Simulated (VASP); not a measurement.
Set up this calculation in VASP 6.6.1, as the native input.

* Task: relaxation of cell and atoms
* Functional: PBE
* Potentials or basis: VASP PAW PBE potentials, release 64 (Si, Mo_sv)
* Cutoff: 600 eV
* k mesh: 4 × 4 × 4
* Occupations: gaussian, width 0.2 eV
* Spin: no spin polarisation
* Dipole correction: no
* Further INCAR settings: ALGO = Normal; EDIFF = 1e-06; IBRION = 2; EDIFFG = -0.08; NSW = 36; ISIF = 3

The structure of Si7Mo lies in POSCAR:

```
Si7Mo
1.0
    0.0000000000      3.9000000000      3.9000000000
    3.9000000000      0.0000000000      3.9000000000
    3.9000000000      3.9000000000      0.0000000000
Si Mo
7 1
Direct
    0.0000000000      0.5000000000      0.5000000000
    0.5000000000      0.0000000000      0.5000000000
    0.5000000000      0.5000000000      0.5000000000
    0.0000000000      0.0000000000      0.5000000000
    0.5000000000      0.0000000000      0.0000000000
    0.0000000000      0.5000000000      0.0000000000
    0.5000000000      0.5000000000      0.0000000000
    0.0000000000      0.0000000000      0.0000000000
```

These files were run (other wordings do the same):

INCAR

```
PREC     = Accurate       # precision mode
ENCUT    = 600            # plane-wave cutoff, eV
EDIFF    = 1E-6           # SCF threshold, eV
ISMEAR   = 0              # smearing method
SIGMA    = 0.2            # smearing width, eV
LREAL    = False          # projectors in reciprocal space
LASPH    = True           # aspherical terms in the spheres
NELM     = 100            # most SCF steps
ALGO     = Normal         # electronic algorithm
ISIF     = 3              # what is computed and relaxed
LWAVE    = False          # write WAVECAR
LCHARG   = False          # write CHGCAR
GGA      = PE             # functional
IBRION   = 2              # ionic algorithm
NSW      = 36             # ionic steps
EDIFFG   = -0.08          # ionic threshold
```

KPOINTS

```
Automatic mesh
0
Gamma
  4 4 4
```

Potentials or basis: VASP PAW PBE potentials, release 64 (Si, Mo_sv).

Run with:

```console
$ cat potpaw_PBE.64/Si/POTCAR potpaw_PBE.64/Mo_sv/POTCAR > POTCAR
$ mpirun -np 1 vasp_std > vasp.out
```

Results of the run:

| Quantity | Value |
| --- | --- |
| Relaxed volume | 14.06 Å³/atom |
| Relaxed cell | a = 5.418 Å, b = 5.418 Å, c = 5.418 Å, α = 60.00°, β = 60.00°, γ = 60.00° |
| Space group after relaxing (to 0.05 Å) | Fm-3m (No. 225) |
| Energy gained by relaxing | 15.2 meV/atom |
| Ionic steps | 3 |
| Pressure after relaxing | 0.0 GPa |
| Band gap on the k mesh | zero (band 21 reaches 11.37 eV, above the bottom of band 22 at 10.04 eV) |

It took 57 s on 1 thread of Intel(R) Xeon(R) Platinum 8559C (Emerald Rapids), on a shared host, peak memory 0.32 GiB.
